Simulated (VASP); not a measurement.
Here is a VASP 6.6.1 calculation.

File INCAR:

```
  PREC = Accurate
  ENCUT = 520
  EDIFF = 1E-6
  ISMEAR = 0
  SIGMA = 0.1
  LREAL = False
  LASPH = True
  NELM = 80
  ALGO = Normal
  ISIF = 2
  LWAVE = False
  LCHARG = True
  GGA = PS
  LELF = True
  LVHAR = True
  NBANDS = 12
```

The input KPOINTS:

```
regular mesh
0
Gamma
  5 5 6
```

File POSCAR:

```
BaH
1.0
    3.9336699600      0.0000000000      0.0000000000
    0.0000000000      3.9336699600      0.0000000000
    0.0000000000      0.0000000000      3.4838790800
Ba H
1 1
Direct
    0.5021170000      0.5159260000      0.0017980000
   -0.0087530000     -0.0048350000     -0.0072250000
```

Potentials or basis: VASP PAW PBE potentials, release 64 (Ba_sv, H).

The run is started by

```bash
$ cat potpaw_PBE.64/Ba_sv/POTCAR potpaw_PBE.64/H/POTCAR > POTCAR
$ mpirun -np 1 vasp_std > vasp.out
```

**Question.** Estimate the largest force.

**Answer.** 0.095 eV/Å.

**Question.** Predict the pressure.

**Answer.** -1.4 GPa.

Stress tensor (GPa, compression positive):
```
-4.20  0.11 -0.01
 0.11 -4.22 -0.01
-0.01 -0.01  4.36
```

Caveat: the PAW data sets were made with another functional, which shifts forces and pressure a little.
